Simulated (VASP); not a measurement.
# NaH (Fm-3m) in VASP: settings compared

Aim: see how the results for NaH move with the level of theory and the settings. Levels: PBE, LDA. Tasks: single point.

Program: VASP 6.6.1. These are calculated values, not measurements. Logs are shortened: lines on timing, memory, paths and dates and some standing lists are left out, and cuts for length are marked.

### Step 1. The cell of the first run

Symmetry: Fm-3m, No. 225, cubic system. Conventional cell: a = 4.795 Å, b = 4.795 Å, c = 4.795 Å, α = 90.00°, β = 90.00°, γ = 90.00°. Within 3.2 Å of Na (site symmetry m-3m) lie 6 H at 2.40 Å. Within 3.2 Å of H (site symmetry m-3m) lie 6 Na at 2.40 Å.

### Step 2. Single point, PBE

Contents of INCAR:

```
SYSTEM = NaH
PREC = Accurate
ENCUT = 520
EDIFF = 1E-6
ISMEAR = 1
SIGMA = 0.2
LREAL = .False.
LASPH = .True.
NELM = 80
ALGO = Normal
ISIF = 2
LWAVE = .False.
LCHARG = .False.
GGA = PE
NBANDS = 11
```

Contents of KPOINTS:

```
regular mesh
0
Gamma
  6 6 6
  0 0 0
```

Contents of POSCAR:

```
NaH
1.0
    0.0000000000      2.3975116422      2.3975116422
    2.3975116422      0.0000000000      2.3975116422
    2.3975116422      2.3975116422      0.0000000000
Na H
1 1
Direct
    0.0000000000      0.0000000000      0.0000000000
    0.5000000000      0.5000000000      0.5000000000
```

Potentials or basis: VASP PAW PBE potentials, release 64 (Na_pv, H).

The run is started by

```console
$ cat potpaw_PBE.64/Na_pv/POTCAR potpaw_PBE.64/H/POTCAR > POTCAR
$ mpirun -np 1 vasp_std > vasp.out
```

OUTCAR:

```text
SYSTEM = NaH
   PREC = Accurate
   ENCUT = 520
   EDIFF = 1E-6
   ISMEAR = 1
   LREAL = .False.
   LASPH = .True.
   NELM = 80
   ISIF = 2
   GGA = PE

 ion  position               nearest neighbor table
   1  0.000  0.000  0.000-
   2  0.500  0.500  0.500-

  LATTYP: Found a face centered cubic cell.
 ALAT       =     4.7950232844

  Lattice vectors:

 A1 = (   0.0000000000,   2.3975116422,   2.3975116422)
 A2 = (   2.3975116422,   0.0000000000,   2.3975116422)
 A3 = (   2.3975116422,   2.3975116422,   0.0000000000)

Analysis of symmetry for initial positions (statically):
=====================================================================
 Subroutine PRICEL returns:
 Original cell was already a primitive cell.

 Routine SETGRP: Setting up the symmetry group for a
 face centered cubic supercell.

 Subroutine GETGRP returns: Found 48 space group operations
 (whereof 48 operations were pure point group operations)
 out of a pool of 48 trial point group operations.

The static configuration has the point symmetry O_h .

Analysis of symmetry for dynamics (positions and initial velocities):
=====================================================================
 Subroutine PRICEL returns:
 Original cell was already a primitive cell.

 Routine SETGRP: Setting up the symmetry group for a
 face centered cubic supercell.

 Subroutine GETGRP returns: Found 48 space group operations
 (whereof 48 operations were pure point group operations)
 out of a pool of 48 trial point group operations.

The dynamic configuration has the point symmetry O_h .

 Subroutine INISYM returns: Found 48 space group operations
 (whereof 48 operations are pure point group operations),
 and found     1 'primitive' translations

----------------------------------------------------------------------------------------

                                     Primitive cell

  volume of cell :      27.5621

  direct lattice vectors                    reciprocal lattice vectors
     0.000000000  2.397511642  2.397511642    -0.208549561  0.208549561  0.208549561
     2.397511642  0.000000000  2.397511642     0.208549561 -0.208549561  0.208549561
     2.397511642  2.397511642  0.000000000     0.208549561  0.208549561 -0.208549561

  length of vectors
     3.390593480  3.390593480  3.390593480     0.361218435  0.361218435  0.361218435

  position of ions in fractional coordinates (direct lattice)
     0.000000000  0.000000000  0.000000000
     0.500000000  0.500000000  0.500000000

  ion indices of the primitive-cell ions
   primitive index   ion index
                 1           1
                 2           2

----------------------------------------------------------------------------------------

 KPOINTS: regular mesh

Automatic generation of k-mesh.
 Grid dimensions read from file:
 generate k-points for:    6    6    6

 Generating k-lattice:

  Cartesian coordinates                     Fractional coordinates (reciprocal lattice)
    -0.034758260  0.034758260  0.034758260     0.166666667  0.000000000  0.000000000
     0.034758260 -0.034758260  0.034758260     0.000000000  0.166666667  0.000000000
     0.034758260  0.034758260 -0.034758260     0.000000000  0.000000000  0.166666667

  Length of vectors
     0.060203073  0.060203073  0.060203073

  Shift w.r.t. Gamma in fractional coordinates (k-lattice)
     0.000000000  0.000000000  0.000000000

 Subroutine IBZKPT returns following result:
 ===========================================

 Found     16 irreducible k-points:

 Following reciprocal coordinates:
            Coordinates               Weight
  0.000000  0.000000  0.000000      1.000000
  0.166667  0.000000  0.000000      8.000000
  0.333333  0.000000  0.000000      8.000000
  0.500000  0.000000  0.000000      4.000000
  0.166667  0.166667  0.000000      6.000000
  0.333333  0.166667  0.000000     24.000000
[... 8 lines left out ...]
 -0.333333  0.333333  0.166667     24.000000
 -0.333333  0.500000  0.166667     12.000000
   k-points           NKPTS =     16   k-points in BZ     NKDIM =     16   number of bands    NBANDS=     11
   number of dos      NEDOS =    301   number of ions     NIONS =      2
   total plane-waves  NPLWV =  21952
   dimension x,y,z NGX =    28 NGY =   28 NGZ =   28
   dimension x,y,z NGXF=    56 NGYF=   56 NGZF=   56
   ions per type =               1   1
   NGX,Y,Z   is equivalent  to a cutoff of  13.73, 13.73, 13.73 a.u.
   NGXF,Y,Z  is equivalent  to a cutoff of  27.46, 27.46, 27.46 a.u.
 SYSTEM =  NaH
   PREC   = accura    normal or accurate (medium, high low for compatibility)
   ISTART =      0    job   : 0-new  1-cont  2-samecut
   ICHARG =      2    charge: 1-file 2-atom 10-const
   ISPIN  =      1    spin polarized calculation?
   LNONCOLLINEAR =      F non collinear calculations
   LSORBIT =      F    spin-orbit coupling
   LASPH  =      T    aspherical Exc in radial PAW
   ENCUT  =  520.0 eV  38.22 Ry    6.18 a.u.   6.30  6.30  6.30*2*pi/ulx,y,z
   NELM   =     80;   NELMIN=  2; NELMDL= -5     # of ELM steps
   EDIFF  = 0.1E-05   stopping-criterion for ELM
   LREAL  =      F    real-space projection
   EDIFFG = 0.1E-04   stopping-criterion for IOM
   NSW    =      0    number of steps for IOM
   IBRION =     -1    ionic relax: 0-MD 1-quasi-New 2-CG
   NFREE  =      0    steps in history (QN), initial steepest desc. (CG)
   ISIF   =      2    stress and relaxation
   ISYM   =      2    0-nonsym 1-usesym 2-fastsym
   POTIM  = 0.5000    time-step for ionic-motion
   TEBEG  =    0.0;   TEEND  =   0.0 temperature during run
   PSTRESS=    0.0 pullay stress
   NELECT =       8.0000    total number of electrons
   NUPDOWN=      -1.0000    fix difference up-down
   EMIN   =  10.00;   EMAX   =-10.00  energy-range for DOS
   EFERMI =   0.00;   METHOD = LEGACY
   ISMEAR =     1;   SIGMA  =   0.20  broadening in eV -4-tet -1-fermi 0-gaus
   EFERMI_NEDOS =   21; number of points for ismear=-14 and -15
   IALGO  =     38    algorithm
   IMIX   =      4    mixing-type and parameters
     AMIX     =   0.40;   BMIX     =  1.00
     AMIX_MAG =   1.60;   BMIX_MAG =  1.00
  volume/ion in A,a.u.               =      13.78        93.00
  Fermi-wavevector in a.u.,A,eV,Ry     =   1.083929  2.048328 15.985508  1.174902
  Thomas-Fermi vector in A             =   2.220007
   LORBIT       =      0    0 simple, 1 ext, 2 COOP (PROOUT), +10 PAW based schemes
   GGA     = PE    functional components
   LHFCALC =     F    Hartree Fock is set to
   AEXX    =    0.0000 exact exchange contribution
   IVDW    =     0    specifies the selected vdW correction
   LEPSILON=     F    determine dielectric tensor
   LRPA    =     F    only Hartree local field effects (RPA)
 non-spin polarized calculation
 Methfessel and Paxton  Order N= 1 SIGMA  =   0.20
  energy-cutoff  :      520.00
  volume of cell :       27.56
 maximum number of plane-waves:       754
 NGX is ok and might be reduce to    28
   NGX = 13   NGY = 13   NGZ = 13

 number of electron       7.9999992 magnetization

 Free energy of the ion-electron system (eV)
  ---------------------------------------------------
  ext. energy  EPLUGINS =         0.00000000
  ---------------------------------------------------
  free energy    TOTEN  =        -5.08542731 eV

  energy without entropy =       -5.08783731  energy(sigma->0) =       -5.08623064

 E-fermi :  -0.9580     XC(G=0):  -7.8489

 val. band max:       -1.0866221161   @ k =  -0.3333   0.5000   0.1667
 cond. band min:       2.7606266683   @ k =   0.5000   0.0000   0.0000
 fundamental gap:      3.8472487844
 Fermi energy:        -0.9579789315

 k-point     1 :       0.0000    0.0000    0.0000
  band No.  band energies     occupation
      1     -23.0995      2.00000
      2     -23.0995      2.00000
      3     -23.0995      2.00000
      4      -4.7228      2.00000
      5       9.5861      0.00000
      6      14.7382      0.00000
      7      14.7382      0.00000
      8      14.7382      0.00000
      9      15.6540      0.00000
     10      15.6540      0.00000
     11      15.6540      0.00000

 k-point     2 :       0.1667    0.0000    0.0000
  band No.  band energies     occupation
      1     -23.1252      2.00000
      2     -23.1025      2.00000
      3     -23.1025      2.00000
      4      -4.2413      2.00000
      5       7.9801      0.00000
      6      11.4630      0.00000
      7      13.6304      0.00000
      8      13.6305      0.00000
      9      16.8718      0.00000
     10      16.8718      0.00000
     11      17.2244      0.00000

 k-point     3 :       0.3333    0.0000    0.0000
  band No.  band energies     occupation
      1     -23.1758      2.00000
      2     -23.1086      2.00000
      3     -23.1086      2.00000
      4      -2.9559      2.00000
      5       4.6232      0.00000
      6      10.2038      0.00000
      7      12.7737      0.00000
      8      12.7737      0.00000
      9      16.0909      0.00000
     10      16.0909      0.00000
     11      18.3365      0.00000

 k-point     4 :       0.5000    0.0000    0.0000
  band No.  band energies     occupation
      1     -23.2008      2.00000
      2     -23.1116      2.00000
      3     -23.1116      2.00000
      4      -1.9068      2.00000
      5       2.7606     -0.00000
      6       9.9039      0.00000
      7      12.4904      0.00000
      8      12.4904      0.00000
      9      15.5866      0.00000
     10      15.5866      0.00000
     11      18.1629      0.00000

 k-point     5 :       0.1667    0.1667    0.0000
  band No.  band energies     occupation
      1     -23.1242      2.00000
      2     -23.1080      2.00000
      3     -23.1080      2.00000
      4      -4.0877      2.00000
      5       7.9404      0.00000
      6      11.9319      0.00000
      7      12.1070      0.00000
      8      12.1070      0.00000
      9      15.7075      0.00000
     10      17.7847      0.00000
     11      19.6482      0.00000
[... 99 lines left out ...]
 k-point    13 :       0.5000    0.5000    0.0000
  band No.  band energies     occupation
      1     -23.1897      2.00000
      2     -23.1337      2.00000
      3     -23.1337      2.00000
      4      -1.2214      2.06859
      5       3.6450      0.00000
      6       9.0812      0.00000
      7       9.7797      0.00000
      8       9.7797      0.00000
      9      10.9711      0.00000
     10      23.0715      0.00000
     11      24.8590      0.00000

 k-point    14 :       0.5000    0.3333    0.1667
  band No.  band energies     occupation
      1     -23.1730      2.00000
      2     -23.1377      2.00000
      3     -23.1202      2.00000
      4      -2.0412      2.00000
      5       4.8182      0.00000
      6       6.8030      0.00000
      7       9.7792      0.00000
      8      14.6549      0.00000
      9      14.7502      0.00000
     10      17.1168      0.00000
     11      21.0464      0.00000

 k-point    15 :      -0.3333    0.3333    0.1667
  band No.  band energies     occupation
      1     -23.1755      2.00000
      2     -23.1492      2.00000
      3     -23.1258      2.00000
      4      -1.3028      2.03500
      5       4.1224      0.00000
      6       5.9159      0.00000
      7       8.9386      0.00000
      8      14.6628      0.00000
      9      15.8558      0.00000
     10      18.3082      0.00000
     11      20.2264      0.00000

 k-point    16 :      -0.3333    0.5000    0.1667
  band No.  band energies     occupation
      1     -23.1757      2.00000
      2     -23.1477      2.00000
      3     -23.1354      2.00000
      4      -1.0866      1.87693
      5       4.2674      0.00000
      6       6.1627      0.00000
      7       7.8180      0.00000
      8      14.1106      0.00000
      9      14.2856      0.00000
     10      20.0287      0.00000
     11      20.1782      0.00000

------------------------ aborting loop because EDIFF is reached ----------------------------------------

  FORCE on cell =-STRESS in cart. coord.  units (eV):
  Direction    XX          YY          ZZ          XY          YZ          ZX
  --------------------------------------------------------------------------------------
  -------------------------------------------------------------------------------------
  Total        0.0907682      0.0907682      0.0907682     -0.0000000     -0.0000000     -0.0000000
  in kB        5.2763340      5.2763340      5.2763340     -0.0000000     -0.0000000     -0.0000000
  external PRESSURE =       5.2763340 kB  Pullay stress =       0.0000000 kB

 VOLUME and BASIS-vectors are now :
 -----------------------------------------------------------------------------
  energy-cutoff  :      520.00
  volume of cell :       27.56
      direct lattice vectors                 reciprocal lattice vectors
     0.000000000  2.397511642  2.397511642    -0.208549561  0.208549561  0.208549561
     2.397511642  0.000000000  2.397511642     0.208549561 -0.208549561  0.208549561
     2.397511642  2.397511642  0.000000000     0.208549561  0.208549561 -0.208549561

 POSITION                                       TOTAL-FORCE (eV/Angst)
 -----------------------------------------------------------------------------------
      0.00000      0.00000      0.00000         0.000000     -0.000000      0.000000
      2.39751      2.39751      2.39751        -0.000000      0.000000     -0.000000
 -----------------------------------------------------------------------------------
    total drift:                               -0.000000      0.000000      0.000000

  FREE ENERGIE OF THE ION-ELECTRON SYSTEM (eV)
  ---------------------------------------------------
  free  energy   TOTEN  =        -5.0854273066 eV

  energy  without entropy=       -5.0878373123  energy(sigma->0) =       -5.08623064
```

Run time: 14 s. Hardware: 1 thread of AMD EPYC 7R13, shared host; peak memory 0.11 GiB.

What came out:

```
Free energy            : -5.0854 eV
Pressure               : 0.5 GPa
Band gap on the k mesh : 3.85 eV (least direct gap 4.67 eV)
```

A k mesh can miss the band edges. Expect the measured gap to be larger: semilocal functionals such as PBE lack the derivative discontinuity.

### Step 3. Single point, PBE

Contents of INCAR:

```
ALGO     = Normal         # electronic algorithm
EDIFF    = 1E-6           # SCF threshold, eV
ENCUT    = 520            # plane-wave cutoff, eV
GGA      = PE             # functional
ISIF     = 2              # what is computed and relaxed
ISMEAR   = 0              # smearing method
LASPH    = True           # aspherical terms in the spheres
LCHARG   = False          # write CHGCAR
LREAL    = False          # projectors in reciprocal space
LWAVE    = False          # write WAVECAR
NBANDS   = 11             # bands
NELM     = 100            # most SCF steps
PREC     = Accurate       # precision mode
SIGMA    = 0.5            # smearing width, eV
```

Contents of KPOINTS:

```
k-points
0
Gamma
  6 6 6
```

POSCAR is that of step 2.

Potentials or basis: VASP PAW PBE potentials, release 64 (Na_pv, H).

The run is started by

```console
$ cat potpaw_PBE.64/Na_pv/POTCAR potpaw_PBE.64/H/POTCAR > POTCAR
$ mpirun -np 1 vasp_std > vasp.out
```

Wall time 14 s (1 thread of AMD EPYC 7R13, shared host); peak memory 0.11 GiB.

It converged, with:

```
Free energy            : -5.0864 eV
Pressure               : 0.5 GPa
Band gap on the k mesh : 3.85 eV (least direct gap 4.67 eV)
```

Levels at points of the mesh, in eV from the valence-band top:
```tsv
k point	band 1	band 2	band 3	band 4	band 5	band 6	band 7	band 8	band 9
(0.00, 0.00, 0.00)	-22.01	-22.01	-22.01	-3.64	10.67	15.82	15.82	15.82	16.74
(0.50, 0.00, 0.00)	-22.12	-22.03	-22.03	-0.82	3.85	10.99	13.58	13.58	16.67
(0.50, 0.50, 0.00)	-22.10	-22.05	-22.05	-0.13	4.73	10.17	10.87	10.87	12.06
```

A k mesh can miss the band edges.

### Step 4. Single point, LDA

Contents of INCAR:

```
SYSTEM = NaH
PREC = Accurate
ENCUT = 520
EDIFF = 1E-6
ISMEAR = 0
SIGMA = 0.01
LREAL = .FALSE.
LASPH = .TRUE.
NELM = 80
ALGO = Normal
ISIF = 2
LWAVE = .FALSE.
LCHARG = .FALSE.
GGA = CA
NBANDS = 11
```

Contents of KPOINTS:

```
Automatic mesh
0
G
  6 6 6
  0 0 0
```

POSCAR is that of step 3.

Potentials or basis: VASP PAW LDA potentials, release 64 (Na_pv, H).

The run is started by

```console
$ cat potpaw_LDA.64/Na_pv/POTCAR potpaw_LDA.64/H/POTCAR > POTCAR
$ mpirun -np 1 vasp_std > vasp.out
```

It took 11 s on 1 thread of AMD EPYC 7R13, shared host; peak memory 0.1 GiB.

It converged, with:

```
Free energy            : -5.3994 eV
Pressure               : -1.7 GPa
Band gap on the k mesh : 3.49 eV (least direct gap 4.37 eV)
```

Levels at points of the mesh, in eV from the valence-band top:
```tsv
k point	band 2	band 3	band 4	band 5	band 6	band 7
(0.00, 0.00, 0.00)	-22.08	-22.08	-3.81	10.64	15.41	15.41
(0.50, 0.00, 0.00)	-22.10	-22.10	-0.87	3.49	10.79	13.26
(0.50, 0.50, 0.00)	-22.12	-22.12	-0.15	4.39	9.80	10.52
```

### Step 5. Single point, PBE

Contents of INCAR:

```
SYSTEM = NaH
PREC = Accurate
ENCUT = 520
EDIFF = 1E-6
ISMEAR = 1
SIGMA = 0.5
LREAL = .False.
LASPH = .True.
NELM = 60
ALGO = Normal
ISIF = 2
LWAVE = .False.
LCHARG = .False.
GGA = PE
NBANDS = 11
```

Contents of KPOINTS:

```
regular mesh
0
Gamma
  6 6 6
  0 0 0
```

POSCAR is that of step 4.

Potentials or basis: VASP PAW PBE potentials, release 64 (Na_pv, H).

The run is started by

```console
$ cat potpaw_PBE.64/Na_pv/POTCAR potpaw_PBE.64/H/POTCAR > POTCAR
$ mpirun -np 1 vasp_std > vasp.out
```

Run time: 15 s. Hardware: 1 thread of AMD EPYC 7R13, shared host; peak memory 0.12 GiB.

It converged, with:

```yaml
Free_energy: -5.0785 eV
Pressure: 0.5 GPa
Band_gap_on_the_k_mesh: 3.85 eV (least direct gap 4.67 eV)
```

Levels at points of the mesh, in eV from the valence-band top:
| k point | band 1 | band 2 | band 3 | band 4 | band 5 | band 6 | band 7 | band 8 | band 9 |
| --- | --- | --- | --- | --- | --- | --- | --- | --- | --- |
| (0.00, 0.00, 0.00) | -22.01 | -22.01 | -22.01 | -3.64 | 10.67 | 15.83 | 15.83 | 15.83 | 16.74 |
| (0.50, 0.00, 0.00) | -22.11 | -22.02 | -22.02 | -0.82 | 3.85 | 10.99 | 13.58 | 13.58 | 16.68 |
| (0.50, 0.50, 0.00) | -22.10 | -22.04 | -22.04 | -0.13 | 4.73 | 10.17 | 10.87 | 10.87 | 12.06 |

A k mesh can miss the band edges. A hybrid or GW would open this gap; PBE tends to underestimate it.

### Step 6. Overview

```csv
level,potentials or basis,smearing,gap on the mesh (eV),pressure (GPa)
PBE,"VASP PAW PBE potentials, release 64 (Na_pv, H)",methfessel-paxton 0.2 eV,3.85,0.5
PBE,"VASP PAW PBE potentials, release 64 (Na_pv, H)",gaussian 0.5 eV,3.85,0.5
LDA,"VASP PAW LDA potentials, release 64 (Na_pv, H)",gaussian 0.01 eV,3.49,-1.7
PBE,"VASP PAW PBE potentials, release 64 (Na_pv, H)",methfessel-paxton 0.5 eV,3.85,0.5
```

Alike in all rows: task single point; no spin polarisation; cell as given; k mesh 6 × 6 × 6; cutoff (eV) 520.

Absolute energies hang on the potentials; compare differences alone.
